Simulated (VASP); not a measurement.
PtS2:

```
Pt S
1.0
     3.54320    0.00000    0.00000
    -1.77160    3.06850    0.00000
     0.00000    0.00000    5.03880
Pt S
1 2
Direct
  0.00000 0.00000 0.00000
  0.33333 0.66667 0.25000
  0.66667 0.33333 0.75000
```

* Program: VASP 6.6.1
* Task: relaxation of cell and atoms
* Functional: PBEsol
* Potentials or basis: VASP PAW PBE potentials, release 64 (Pt, S)
* Cutoff: 600 eV
* k mesh: 12 × 12 × 8
* Occupations: gaussian, width 0.02 eV
* Spin: no spin polarisation

At the start: pressure -3.0 GPa; volume 18.26 Å³/atom.

Where does the relaxation end?

Over 19 steps the energy falls by 11.2 meV/atom and the volume is 17.71 Å³/atom (-3.0 %); space group P-3m1 (No. 164, to 0.1 Å) before and after.

Step by step:
```csv
step,energy change (eV),largest force (eV/Å),pressure (GPa),volume (Å³)
1,0.0000,0.5927,-3.05,54.78
2,0.0131,0.4770,6.62,52.07
3,-0.0209,0.1466,0.91,53.56
4,-0.0309,0.0518,0.24,53.86
5,-0.0326,0.0061,-0.17,54.05
6,-0.0326,0.0032,-0.14,54.04
7,-0.0326,0.0354,0.14,53.92
8,-0.0326,0.0268,0.06,53.95
9,-0.0327,0.0292,0.06,53.92
10,-0.0328,0.0364,0.04,53.81
11,-0.0330,0.0510,0.02,53.60
12,-0.0331,0.0379,-0.06,53.57
13,-0.0333,0.0006,-0.32,53.48
14,-0.0333,0.0008,-0.26,53.42
15,-0.0335,0.0007,-0.09,53.24
16,-0.0334,0.0006,0.26,52.88
17,-0.0335,0.0008,0.03,53.12
18,-0.0335,0.0005,0.02,53.13
19,-0.0335,0.0012,0.02,53.12
```

Final structure:
```
Pt S
1.0
     3.56574    0.00000    0.00000
    -1.78287    3.08802    0.00000
     0.00000    0.00000    4.82414
Pt S
1 2
Direct
  0.00000 0.00000 0.00000
  0.33333 0.66667 0.24842
  0.66667 0.33333 0.75158
```

Caveat: the PAW data sets were made with another functional, which shifts forces and pressure a little.
